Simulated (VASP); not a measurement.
Input of a VASP 6.6.1 run:

INCAR

```
PREC = Accurate ; ENCUT = 520
EDIFF = 1E-7 ; ISMEAR = -1
SIGMA = 0.08 ; LREAL = F
LASPH = T ; NELM = 60
ALGO = Normal ; ISIF = 2
LWAVE = F ; LCHARG = F
GGA = PS ; NBANDS = 13
```

The input KPOINTS:

```
regular mesh
0
Gamma
  11 11 11
```

POSCAR

```
Se
1.0
    0.0000000000      3.1109632143      3.1109632143
    3.1109632143      0.0000000000      3.1109632143
    3.1109632143      3.1109632143      0.0000000000
Se
2
Direct
   -0.1250000000     -0.1250000000     -0.1250000000
    0.1250000000      0.1250000000      0.1250000000
```

Potentials or basis: VASP PAW PBE potentials, release 64 (Se).

Command:

```console
$ cat potpaw_PBE.64/Se/POTCAR > POTCAR
$ mpirun -np 1 vasp_std > vasp.out
```

Problem. Estimate the band gap on the k mesh.

Solution. Zero (band 6 reaches 2.63 eV, above the bottom of band 7 at 1.52 eV).

Problem. Estimate the pressure.

Solution. 0.1 GPa.

Caveat: the PAW data sets were made with another functional, which shifts forces and pressure a little.
